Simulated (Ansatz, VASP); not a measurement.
**One calculation of CaOs, two programs**

```
CELL_PARAMETERS angstrom
2.87086 0.00000 0.00000
0.00000 2.87086 0.00000
0.00000 0.00000 4.63996
ATOMIC_POSITIONS crystal
Ca 0.50000 0.50000 0.50000
Os 0.00000 0.00000 0.00000
```

Alike in both runs: functional PBE; k mesh 6 × 6 × 4; occupations gaussian, width 0.1 eV; no spin polarisation.

Ansatz relaxed the structure, and its values are those at the end. VASP's run is a single point on that final structure, the one shown.

|  | VASP | Ansatz |
| --- | --- | --- |
| version | VASP 6.6.1 | Ansatz 0.2.0 |
| potentials or method | VASP PAW PBE potentials, release 64 (Ca_sv, Os), cutoff 520 eV | scalar-relativistic, plane waves, PAW |
| valence electrons in the cell | 18 | 26 |

|  | VASP | Ansatz | Ansatz less VASP |
| --- | --- | --- | --- |
| gap on the k mesh at the Fermi level (eV) | none | none | - |
| pressure (GPa) | -0.1 | -0.2 | -0.09 |

A gap of «none» marks a metal or a gap that the smearing closes. VASP's potentials hold 18 valence electrons a cell and Ansatz's 26, so a difference there can come from the potentials and not from the codes.

The k mesh is coarse, so the values compare programs but aren't converged. Spin-orbit coupling is off throughout.
